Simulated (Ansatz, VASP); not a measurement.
## Two plane-wave programs on Ta5Si

```
Ta Si
1.0
     0.00000    3.82186    3.82186
     3.82186    0.00000    3.82186
     3.82186    3.82186    0.00000
Ta Si
5 1
Direct
  0.75000 0.75000 0.75000
  0.37545 0.37545 0.87366
  0.37545 0.87366 0.37545
  0.87366 0.37545 0.37545
  0.37545 0.37545 0.37545
  0.00000 0.00000 0.00000
```

Change from the starting cell: species swapped into the CaAu5 type (F-43m, No. 216).

Alike in both runs: functional PBE; k mesh 8 × 8 × 8; occupations gaussian, width 0.1 eV; no spin polarisation.

Ansatz relaxed the structure, and its values are those at the end. VASP's run is a single point on that final structure, the one shown.

```csv
,VASP,Ansatz
version,VASP 6.6.1,Ansatz 0.2.0
potentials or method,"VASP PAW PBE potentials, release 64 (Ta_pv, Si), cutoff 520 eV","scalar-relativistic, plane waves, PAW"
valence electrons in the cell,59,69
```

```csv
,VASP,Ansatz,Ansatz less VASP
gap on the k mesh at the Fermi level (eV),none,none,-
pressure (GPa),0.2,0.0,-0.18
```

A gap of «none» marks a metal or a gap that the smearing closes. The functional is the same, so the differences come from potentials, cutoffs and numerics. VASP's potentials hold 59 valence electrons a cell and Ansatz's 69, so a difference there can come from the potentials and not from the codes.

Neither program's run includes spin-orbit coupling.
